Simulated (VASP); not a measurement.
Here is a VASP 6.6.1 calculation.

INCAR

```
  PREC = Accurate
  ENCUT = 500
  EDIFF = 1E-6
  ISMEAR = 0
  SIGMA = 0.01
  LREAL = F
  LASPH = T
  NELM = 120
  ALGO = Normal
  ISIF = 2
  LWAVE = F
  LCHARG = F
  GGA = PE
  NBANDS = 19
  GGA_COMPAT = F
```

KPOINTS

```
Automatic mesh
0
Gamma
  2 2 2
```

Contents of POSCAR:

```
SrCl2
1.0
    0.0000000000      3.4976509443      3.4976509443
    3.4976509443      0.0000000000      3.4976509443
    3.4976509443      3.4976509443      0.0000000000
Sr Cl
1 2
Direct
    0.0000000000      0.0000000000      0.0000000000
    0.2500000000      0.2500000000      0.2500000000
    0.7500000000      0.7500000000      0.7500000000
```

Potentials or basis: VASP PAW PBE potentials, release 64 (Sr_sv, Cl).

Command:

```bash
$ cat potpaw_PBE.64/Sr_sv/POTCAR potpaw_PBE.64/Cl/POTCAR > POTCAR
$ mpirun -np 1 vasp_std > vasp.out
```

(1) Predict the pressure.

(2) Estimate the band gap on the k mesh.

Results:

(1) 1.0 GPa.

(2) 5.30 eV (least direct gap 5.49 eV).

Caveat: the k points lie up to 0.78 Å⁻¹ apart.
